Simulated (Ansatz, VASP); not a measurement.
## Mo: VASP beside Ansatz

```
Mo
1.0
     3.13500    0.00000    0.00000
     0.00000    3.13500    0.00000
     0.00000    0.00000   21.40500
Mo
7
Direct
  0.00000 0.00000 0.28031
  0.50000 0.50000 0.35354
  0.00000 0.00000 0.42677
  0.50000 0.50000 0.50000
  0.00000 0.00000 0.57323
  0.50000 0.50000 0.64646
  0.00000 0.00000 0.71969
```

Alike in both runs: task single point; functional PBEsol; k mesh 16 × 16 × 1; occupations methfessel-paxton of order 1, width 0.1 eV; no spin polarisation.

|  | VASP | Ansatz |
| --- | --- | --- |
| version | VASP 6.6.1 | Ansatz 0.2.0 |
| potentials or method | VASP PAW PBE potentials, release 64 (Mo_sv) | scalar-relativistic, plane waves, PAW |
| plane-wave cutoff (eV) | 520 | 420 |
| valence electrons in the cell | 98 | 98 |

VASP gave:

```
gap on the k mesh at the Fermi level (eV) : none
rms of the force components (eV/Å)        : 0.646
```

Task: Estimate Ansatz's values.

Result: gap on the k mesh at the Fermi level (eV): none; rms of the force components (eV/Å): 0.650.

VASP's potentials were made for PBE, not for PBEsol. Atom by atom the forces differ by 0.008 eV/Å (rms over components). A gap of «none» marks a metal or a gap that the smearing closes. Ansatz's warnings: xc potential rough in thin density.
